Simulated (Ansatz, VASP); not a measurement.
# KCl in VASP and in Ansatz

The input INCAR:

```
PREC = Accurate
ENCUT = 500
EDIFF = 1E-6
ISMEAR = 0
SIGMA = 0.01
LREAL = False
LASPH = True
NELM = 120
ALGO = Normal
ISIF = 2
LWAVE = False
LCHARG = False
GGA = CA
NBANDS = 15
GGA_COMPAT = False
```

The input KPOINTS:

```
regular mesh
0
Gamma
  6 6 6
```

The input POSCAR:

```
KCl
1.0
    0.0000000000      3.1448471320      3.1448471320
    3.1448471320      0.0000000000      3.1448471320
    3.1448471320      3.1448471320      0.0000000000
K Cl
1 1
Direct
    0.0000000000      0.0000000000      0.0000000000
    0.5000000000      0.5000000000      0.5000000000
```

Input for Ansatz:

```yaml
crystal:
  lattice:
    - [0.0, 3.144847132, 3.144847132]
    - [3.144847132, 0.0, 3.144847132]
    - [3.144847132, 3.144847132, 0.0]
  atoms:
    - { symbol: K, position: [0.0, 0.0, 0.0] }
    - { symbol: Cl, position: [0.5, 0.5, 0.5] }
kpoints:
  mp_grid: { grid: [6, 6, 6] }
hamiltonian:
  xc: lda
scf:
  occupations: { method: fixed }
output:
  optics:
    e_range: [0, 20]
    de: 0.05
    sigma: 0.4
    scissors: 0.6
    scheme: fermi_dirac
    bands: scf
```

Alike in both runs: task single point; functional LDA; k mesh 6 × 6 × 6; no spin polarisation.

```csv
,VASP,Ansatz
version,VASP 6.6.1,Ansatz 0.2.0
potentials or method,"VASP PAW LDA potentials, release 64 (K_sv, Cl)","plane waves, PAW"
plane-wave cutoff (eV),500,420
occupations,"gaussian, width 0.01 eV",fixed
valence electrons in the cell,16,16
```

|  | VASP | Ansatz | Ansatz less VASP |
| --- | --- | --- | --- |
| gap on the k mesh at the Fermi level (eV) | 4.75 | 4.75 | -0.004 |

LDA's correlation is that of Perdew and Zunger in VASP and of Perdew and Wang (1992) in Ansatz.
